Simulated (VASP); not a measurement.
# MgO (R-3m) in VASP: further runs

The runs below take MgO through single point, with r2SCAN.

Program: VASP 6.6.1. These are calculated values, not measurements. Logs are shortened: lines on timing, memory, paths and dates and some standing lists are left out, and cuts for length are marked.

### 1 The cell of the first run

The structure is trigonal, space group R-3m (No. 166). The conventional cell has a = 3.580 Å, b = 3.580 Å, c = 5.262 Å, α = 90.00°, β = 90.00°, γ = 120.00°. Mg (site symmetry -3m) has 8 O at 2.25 to 2.63 Å and 6 Mg at 2.71 Å within 3.0 Å. Within 3.0 Å of O (site symmetry -3m) lie 8 Mg at 2.25 to 2.63 Å and 6 O at 2.71 Å.

### 2 Single point, r2SCAN

Contents of POSCAR:

```
MgO
1.0
   -0.6750667324      1.8564335140      1.8564335140
    1.8564335140     -0.6750667324      1.8564335140
    1.8564335140      1.8564335140     -0.6750667324
Mg O
1 1
Direct
    0.0000000000      0.0000000000      0.0000000000
    0.5000000000      0.5000000000      0.5000000000
```

Contents of INCAR.step1:

```
PREC = Accurate
ENCUT = 520
ISMEAR = 0
SIGMA = 0.05
LREAL = False
LASPH = True
NELM = 60
NBANDS = 11
GGA = PE
ALGO = Normal
EDIFF = 1E-4
LWAVE = True
LCHARG = False
```

Contents of INCAR.step2:

```
PREC = Accurate
ENCUT = 520
EDIFF = 1E-6
ISMEAR = 0
SIGMA = 0.05
LREAL = False
LASPH = True
NELM = 60
ALGO = Normal
ISIF = 2
LWAVE = False
LCHARG = False
METAGGA = R2SCAN
LMIXTAU = True
NBANDS = 11
ISTART = 1
```

Contents of KPOINTS:

```
regular mesh
0
Gamma
  10 10 10
```

Potentials or basis: VASP PAW PBE potentials, release 64 (Mg, O).

The run is started by

```console
$ cat potpaw_PBE.64/Mg/POTCAR potpaw_PBE.64/O/POTCAR > POTCAR
$ cp INCAR.step1 INCAR
$ mpirun -np 1 vasp_std > vasp.out
$ cp INCAR.step2 INCAR
$ mpirun -np 1 vasp_std > vasp.out
```

OUTCAR:

```text
PREC = Accurate
   ENCUT = 520
   EDIFF = 1E-6
   ISMEAR = 0
   LREAL = False
   LASPH = True
   NELM = 60
   ISIF = 2
   METAGGA = R2SCAN
   ISTART = 1

 ion  position               nearest neighbor table
   1  0.000  0.000  0.000-   2 2.25   2 2.25   2 2.25   2 2.25   2 2.25   2 2.25   2 2.63   2 2.63

   2  0.500  0.500  0.500-   1 2.25   1 2.25   1 2.25   1 2.25   1 2.25   1 2.25   1 2.63   1 2.63

  LATTYP: Found a trigonal (rhomboedric) cell.
 ALAT       =     2.7107943258
 COS(alpha) =     0.1279069767

  Lattice vectors:

 A1 = (  -0.6750667324,   1.8564335140,   1.8564335140)
 A2 = (   1.8564335140,  -0.6750667324,   1.8564335140)
 A3 = (   1.8564335140,   1.8564335140,  -0.6750667324)

Analysis of symmetry for initial positions (statically):
=====================================================================
 Subroutine PRICEL returns:
 Original cell was already a primitive cell.

 Routine SETGRP: Setting up the symmetry group for a
 trigonal (rhombohedral) supercell.

 Subroutine GETGRP returns: Found 12 space group operations
 (whereof 12 operations were pure point group operations)
 out of a pool of 12 trial point group operations.

The static configuration has the point symmetry D_3d.

Analysis of symmetry for dynamics (positions and initial velocities):
=====================================================================
 Subroutine PRICEL returns:
 Original cell was already a primitive cell.

 Routine SETGRP: Setting up the symmetry group for a
 trigonal (rhombohedral) supercell.

 Subroutine GETGRP returns: Found 12 space group operations
 (whereof 12 operations were pure point group operations)
 out of a pool of 12 trial point group operations.

The dynamic configuration has the point symmetry D_3d.

 Subroutine INISYM returns: Found 12 space group operations
 (whereof 12 operations are pure point group operations),
 and found     1 'primitive' translations

----------------------------------------------------------------------------------------

                                     Primitive cell

  volume of cell :      19.4677

  direct lattice vectors                    reciprocal lattice vectors
    -0.675066732  1.856433514  1.856433514    -0.153619929  0.241402746  0.241402746
     1.856433514 -0.675066732  1.856433514     0.241402746 -0.153619929  0.241402746
     1.856433514  1.856433514 -0.675066732     0.241402746  0.241402746 -0.153619929

  length of vectors
     2.710794326  2.710794326  2.710794326     0.374365669  0.374365669  0.374365669

  position of ions in fractional coordinates (direct lattice)
     0.000000000  0.000000000  0.000000000
     0.500000000  0.500000000  0.500000000

  ion indices of the primitive-cell ions
   primitive index   ion index
                 1           1
                 2           2

----------------------------------------------------------------------------------------

 KPOINTS: regular mesh

Automatic generation of k-mesh.
 Grid dimensions read from file:
 generate k-points for:   10   10   10

 Generating k-lattice:

  Cartesian coordinates                     Fractional coordinates (reciprocal lattice)
    -0.015361993  0.024140275  0.024140275     0.100000000 -0.000000000 -0.000000000
     0.024140275 -0.015361993  0.024140275    -0.000000000  0.100000000 -0.000000000
     0.024140275  0.024140275 -0.015361993    -0.000000000 -0.000000000  0.100000000

  Length of vectors
     0.037436567  0.037436567  0.037436567

  Shift w.r.t. Gamma in fractional coordinates (k-lattice)
     0.000000000  0.000000000  0.000000000

 Subroutine IBZKPT returns following result:
 ===========================================

 Found    116 irreducible k-points:

 Following reciprocal coordinates:
            Coordinates               Weight
  0.000000  0.000000  0.000000      1.000000
  0.100000  0.000000  0.000000      6.000000
  0.200000  0.000000  0.000000      6.000000
  0.300000  0.000000  0.000000      6.000000
  0.400000  0.000000  0.000000      6.000000
  0.500000  0.000000  0.000000      3.000000
[... 16 lines left out ...]
  0.300000  0.300000  0.000000      6.000000
  0.400000  0.300000  0.000000     12.000000
 [... further k-points ...]
   k-points           NKPTS =    116   k-points in BZ     NKDIM =    116   number of bands    NBANDS=     11
   number of dos      NEDOS =    301   number of ions     NIONS =      2
   total plane-waves  NPLWV =   8000
   dimension x,y,z NGX =    20 NGY =   20 NGZ =   20
   dimension x,y,z NGXF=    40 NGYF=   40 NGZF=   40
   ions per type =               1   1
   NGX,Y,Z   is equivalent  to a cutoff of  12.27, 12.27, 12.27 a.u.
   NGXF,Y,Z  is equivalent  to a cutoff of  24.53, 24.53, 24.53 a.u.
 SYSTEM =  unknown system
   PREC   = accura    normal or accurate (medium, high low for compatibility)
   ISTART =      1    job   : 0-new  1-cont  2-samecut
   ICHARG =      0    charge: 1-file 2-atom 10-const
   ISPIN  =      1    spin polarized calculation?
   LNONCOLLINEAR =      F non collinear calculations
   LSORBIT =      F    spin-orbit coupling
   LASPH  =      T    aspherical Exc in radial PAW
   ENCUT  =  520.0 eV  38.22 Ry    6.18 a.u.   5.04  5.04  5.04*2*pi/ulx,y,z
   NELM   =     60;   NELMIN=  2; NELMDL=  0     # of ELM steps
   EDIFF  = 0.1E-05   stopping-criterion for ELM
   LREAL  =      F    real-space projection
   EDIFFG = 0.1E-04   stopping-criterion for IOM
   NSW    =      0    number of steps for IOM
   IBRION =     -1    ionic relax: 0-MD 1-quasi-New 2-CG
   NFREE  =      0    steps in history (QN), initial steepest desc. (CG)
   ISIF   =      2    stress and relaxation
   ISYM   =      2    0-nonsym 1-usesym 2-fastsym
   POTIM  = 0.5000    time-step for ionic-motion
   TEBEG  =    0.0;   TEEND  =   0.0 temperature during run
   PSTRESS=    0.0 pullay stress
   NELECT =       8.0000    total number of electrons
   NUPDOWN=      -1.0000    fix difference up-down
   EMIN   =  10.00;   EMAX   =-10.00  energy-range for DOS
   EFERMI =   0.00;   METHOD = LEGACY
   ISMEAR =     0;   SIGMA  =   0.05  broadening in eV -4-tet -1-fermi 0-gaus
   EFERMI_NEDOS =   21; number of points for ismear=-14 and -15
   IALGO  =     38    algorithm
   IMIX   =      4    mixing-type and parameters
     AMIX     =   0.40;   BMIX     =  1.00
     AMIX_MAG =   1.60;   BMIX_MAG =  1.00
  volume/ion in A,a.u.               =       9.73        65.69
  Fermi-wavevector in a.u.,A,eV,Ry     =   1.217119  2.300022 20.155386  1.481379
  Thomas-Fermi vector in A             =   2.352450
   LORBIT       =      0    0 simple, 1 ext, 2 COOP (PROOUT), +10 PAW based schemes
   METAGGA = R2SCAN    functional components
   LHFCALC =     F    Hartree Fock is set to
   AEXX    =    0.0000 exact exchange contribution
   IVDW    =     0    specifies the selected vdW correction
   LEPSILON=     F    determine dielectric tensor
   LRPA    =     F    only Hartree local field effects (RPA)
 non-spin polarized calculation
 Gauss-broadening in eV      SIGMA  =   0.05
  energy-cutoff  :      520.00
  volume of cell :       19.47
 maximum number of plane-waves:       542
   NGX = 11   NGY = 11   NGZ = 11

 number of electron       7.9999993 magnetization

 Free energy of the ion-electron system (eV)
  ---------------------------------------------------
  ext. energy  EPLUGINS =         0.00000000
  ---------------------------------------------------
  free energy    TOTEN  =       -14.68284733 eV

  energy without entropy =      -14.68284733  energy(sigma->0) =      -14.68284733

 E-fermi :   4.0429     XC(G=0): -11.4752

 val. band max:        3.8268411837   @ k =   0.5000   0.5000   0.0000
 cond. band min:       6.9504071446   @ k =   0.0000   0.0000   0.0000
 fundamental gap:      3.1235659609
 Fermi energy:         4.0429359288

 k-point     1 :       0.0000    0.0000    0.0000
  band No.  band energies     occupation
      1     -15.0180      2.00000
      2       2.7981      2.00000
      3       2.7981      2.00000
      4       3.6634      2.00000
      5       6.9504      0.00000
      6      15.7002      0.00000
      7      15.7002      0.00000
      8      23.0459      0.00000
      9      25.7822      0.00000
     10      25.7822      0.00000
     11      29.2260      0.00000

 k-point     2 :       0.1000    0.0000    0.0000
  band No.  band energies     occupation
      1     -14.9311      2.00000
      2       2.1798      2.00000
      3       2.8205      2.00000
      4       3.5448      2.00000
      5       7.5537      0.00000
      6      15.7442      0.00000
      7      15.9180      0.00000
      8      23.2503      0.00000
      9      25.1857      0.00000
     10      25.8057      0.00000
     11      29.1515      0.00000

 k-point     3 :       0.2000    0.0000    0.0000
  band No.  band energies     occupation
      1     -14.6923      2.00000
      2       0.7680      2.00000
      3       2.8804      2.00000
      4       3.5536      2.00000
      5       8.6799      0.00000
      6      15.6370      0.00000
      7      16.5612      0.00000
      8      23.7179      0.00000
      9      23.9148      0.00000
     10      26.2444      0.00000
     11      28.7134      0.00000

 k-point     4 :       0.3000    0.0000    0.0000
  band No.  band energies     occupation
      1     -14.3718      2.00000
      2      -0.6413      2.00000
      3       2.9566      2.00000
      4       3.6354      2.00000
      5       9.8427      0.00000
      6      15.1384      0.00000
      7      17.5910      0.00000
      8      22.6215      0.00000
      9      23.7902      0.00000
     10      27.3772      0.00000
     11      27.4722      0.00000

 k-point     5 :       0.4000    0.0000    0.0000
  band No.  band energies     occupation
      1     -14.0870      2.00000
      2      -1.6469      2.00000
      3       3.0203      2.00000
      4       3.7148      2.00000
      5      10.8815      0.00000
      6      14.4184      0.00000
      7      18.9011      0.00000
      8      21.5270      0.00000
      9      23.5289      0.00000
     10      25.5896      0.00000
     11      27.0081      0.00000
[... 211 lines left out ...]
 k-point    21 :      -0.3000    0.2000   -0.0000
  band No.  band energies     occupation
      1     -14.0568      2.00000
      2      -0.4949      2.00000
      3       1.4015      2.00000
      4       3.4852      2.00000
      5      11.3070      0.00000
      6      15.2879      0.00000
      7      16.5675      0.00000
      8      23.0006      0.00000
      9      24.0752      0.00000
     10      24.9162      0.00000
     11      28.4292      0.00000

 k-point    22 :      -0.2000    0.2000    0.0000
  band No.  band energies     occupation
      1     -14.3507      2.00000
      2       0.3700      2.00000
      3       1.5721      2.00000
      4       3.4010      2.00000
      5      10.2837      0.00000
      6      15.6907      0.00000
      7      16.6297      0.00000
      8      23.9464      0.00000
      9      24.0734      0.00000
     10      25.4525      0.00000
     11      29.1850      0.00000

 k-point    23 :       0.3000    0.3000    0.0000
  band No.  band energies     occupation
      1     -13.8973      2.00000
      2      -0.0113      2.00000
      3       0.7958      2.00000
      4       3.5585      2.00000
      5      11.2604      0.00000
      6      13.8475      0.00000
      7      17.5692      0.00000
      8      20.3858      0.00000
      9      25.0307      0.00000
     10      25.4093      0.00000
     11      26.3365      0.00000

 k-point    24 :       0.4000    0.3000    0.0000
  band No.  band energies     occupation
      1     -13.6540      2.00000
      2      -0.6609      2.00000
      3       0.7787      2.00000
      4       3.6516      2.00000
      5      11.3846      0.00000
      6      13.8271      0.00000
      7      17.6338      0.00000
      8      19.7099      0.00000
      9      24.4007      0.00000
     10      26.0368      0.00000
     11      26.8067      0.00000

 [... further k-points ...]
[... 5 lines left out ...]
  --------------------------------------------------------------------------------------
  -------------------------------------------------------------------------------------
  Total       -1.1886639     -1.1886639     -1.1886639      1.1767171      1.1767171      1.1767171
  in kB      -97.8260454    -97.8260454    -97.8260454     96.8428289     96.8428289     96.8428289
  external PRESSURE =     -97.8260454 kB  Pullay stress =       0.0000000 kB

 VOLUME and BASIS-vectors are now :
 -----------------------------------------------------------------------------
  energy-cutoff  :      520.00
  volume of cell :       19.47
      direct lattice vectors                 reciprocal lattice vectors
    -0.675066732  1.856433514  1.856433514    -0.153619929  0.241402746  0.241402746
     1.856433514 -0.675066732  1.856433514     0.241402746 -0.153619929  0.241402746
     1.856433514  1.856433514 -0.675066732     0.241402746  0.241402746 -0.153619929

 POSITION                                       TOTAL-FORCE (eV/Angst)
 -----------------------------------------------------------------------------------
      0.00000      0.00000      0.00000        -0.000000      0.000000     -0.000000
      1.51890      1.51890      1.51890         0.000000     -0.000000      0.000000
 -----------------------------------------------------------------------------------
    total drift:                                0.000000     -0.000000      0.000000

  FREE ENERGIE OF THE ION-ELECTRON SYSTEM (eV)
  ---------------------------------------------------
  free  energy   TOTEN  =       -14.6828473264 eV

  energy  without entropy=      -14.6828473264  energy(sigma->0) =      -14.68284733
```

It took 41 s on 1 thread of Intel Xeon Platinum 8559C (Emerald Rapids), shared host; peak memory 0.14 GiB.

Results:

```yaml
Free_energy: -14.6828 eV
Pressure: -9.8 GPa
Band_gap_on_the_k_mesh: 3.12 eV, indirect (least direct gap 3.29 eV)
```

Caveat: the PAW data sets were made with another functional, which shifts forces and pressure a little.

(Continued in part 2 of 2.)
